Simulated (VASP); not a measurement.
Wanted: the native input for a VASP 6.6.1 run.

```yaml
Task: single point
Functional: PBE
Potentials_or_basis: VASP PAW PBE potentials, release 64 (Ta_pv, N)
Cutoff: 600 eV
k_mesh: 16 × 16 × 16
Occupations: gaussian, width 0.1 eV
Spin: no spin polarisation
Dipole_correction: no
Further_INCAR_settings: ALGO = Normal; EDIFF = 1e-06; NBANDS = 15
```

The structure of TaN lies in POSCAR:

```
TaN
1.0
    0.0000000000      2.2086303813      2.2086303813
    2.2086303813      0.0000000000      2.2086303813
    2.2086303813      2.2086303813      0.0000000000
Ta N
1 1
Direct
    0.5000000000      0.5000000000      0.5000000000
    0.0000000000      0.0000000000      0.0000000000
```

The input as run:

INCAR

```
SYSTEM = TaN
PREC     = Accurate       ! precision mode
ENCUT    = 600            ! plane-wave cutoff, eV
EDIFF    = 1E-6           ! SCF threshold, eV
ISMEAR   = 0              ! smearing method
SIGMA    = 0.1            ! smearing width, eV
LREAL    = .FALSE.        ! projectors in reciprocal space
LASPH    = .TRUE.         ! aspherical terms in the spheres
NELM     = 120            ! most SCF steps
ALGO     = Normal         ! electronic algorithm
ISIF     = 2              ! what is computed and relaxed
LWAVE    = .FALSE.        ! write WAVECAR
LCHARG   = .FALSE.        ! write CHGCAR
GGA      = PE             ! functional
NBANDS   = 15             ! bands
GGA_COMPAT= .FALSE.
```

KPOINTS

```
regular mesh
0
G
  16 16 16
  0 0 0
```

Potentials or basis: VASP PAW PBE potentials, release 64 (Ta_pv, N).

Command:

```sh
$ cat potpaw_PBE.64/Ta_pv/POTCAR potpaw_PBE.64/N/POTCAR > POTCAR
$ mpirun -np 1 vasp_std > vasp.out
```

Results of the run:

```json
{"Pressure": "0.7 GPa", "Band gap on the k mesh": "zero (bands 8 and 9 overlap by 3.93 eV)"}
```

Caveat: spin-orbit coupling is left out, which moves the levels of the heavy elements.

Run time: 90 s on 1 thread of AMD EPYC 7R13, on a shared host, peak memory 0.18 GiB.
